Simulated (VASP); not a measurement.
Write the native input for VASP 6.6.1 that does the following.

| Property | Result |
| --- | --- |
| Task | single point |
| Functional | LDA |
| Potentials or basis | VASP PAW LDA potentials, release 64 (Zn, Pt) |
| Cutoff | 520 eV |
| k mesh | 16 × 16 × 14 |
| Occupations | gaussian, width 0.15 eV |
| Spin | no spin polarisation |
| Dipole correction | no |
| Further INCAR settings | ALGO = Fast; EDIFF = 1e-06; NBANDS = 18 |

The structure of ZnPt lies in POSCAR:

```
ZnPt
1.0
    2.8640000000      0.0179000000      0.0000000000
    0.0179000000      2.8640000000      0.0000000000
    0.0000000000      0.0000000000      3.5100000000
Zn Pt
1 1
Direct
    0.5000000000      0.5000000000      0.5000000000
    0.0000000000      0.0000000000      0.0000000000
```

This cell differs from its parent crystal: strain +0.0125 x Voigt [0, 0, 0, 0, 0, 1].

One way to write it, as run:

INCAR

```
PREC = Accurate ; ENCUT = 520
EDIFF = 1E-6 ; ISMEAR = 0
SIGMA = 0.15 ; LREAL = False
LASPH = True ; NELM = 60
ALGO = Fast ; ISIF = 2
LWAVE = False ; LCHARG = True
GGA = CA ; LELF = True
LVHAR = True ; NBANDS = 18
```

KPOINTS

```
Automatic mesh
0
Gamma
  16 16 14
```

Potentials or basis: VASP PAW LDA potentials, release 64 (Zn, Pt).

The run is started by

```sh
$ cat potpaw_LDA.64/Zn/POTCAR potpaw_LDA.64/Pt/POTCAR > POTCAR
$ mpirun -np 1 vasp_std > vasp.out
```

Results of the run:

* Pressure: -9.9 GPa
* Band gap on the k mesh: zero (band 11 reaches 10.23 eV, above the bottom of band 12 at 5.65 eV)

Caveat: the cell differs from its parent crystal (strain +0.0125 x Voigt [0, 0, 0, 0, 0, 1]); spin-orbit coupling is left out, which moves the levels of the heavy elements.

It took 3.9 min on 1 thread of Oxide Virtual Turin-like Processor, on a shared host, peak memory 0.37 GiB.
